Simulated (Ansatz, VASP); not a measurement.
Pt in VASP and in Ansatz

```
Pt
1.0
     2.59006    0.00000    0.00000
     0.00000    2.59006    0.00000
     0.00000    0.00000    2.59006
Pt
1
Direct
  0.00000 0.00000 0.00000
```

Alike in both runs: task single point; functional PBE; k mesh 13 × 13 × 13; occupations fermi-dirac, width 0.1 eV; no spin polarisation.

```csv
,VASP,Ansatz
version,VASP 6.6.1,Ansatz 0.2.0
potentials or method,"VASP PAW PBE potentials, release 64 (Pt), cutoff 520 eV","plane waves (420 eV) with PAW, scalar-relativistic"
valence electrons in the cell,10,18
```

VASP gave:

```
pressure (GPa) : 7.7
```

Question: What did Ansatz give for the same quantities?

Answer: Pressure (GPa): 8.2.

With one functional, cell and mesh, what is left measures potentials, basis and numerics. VASP's potentials hold 10 valence electrons a cell and Ansatz's 18, so a difference there can come from the potentials and not from the codes.

Neither program's run includes spin-orbit coupling.
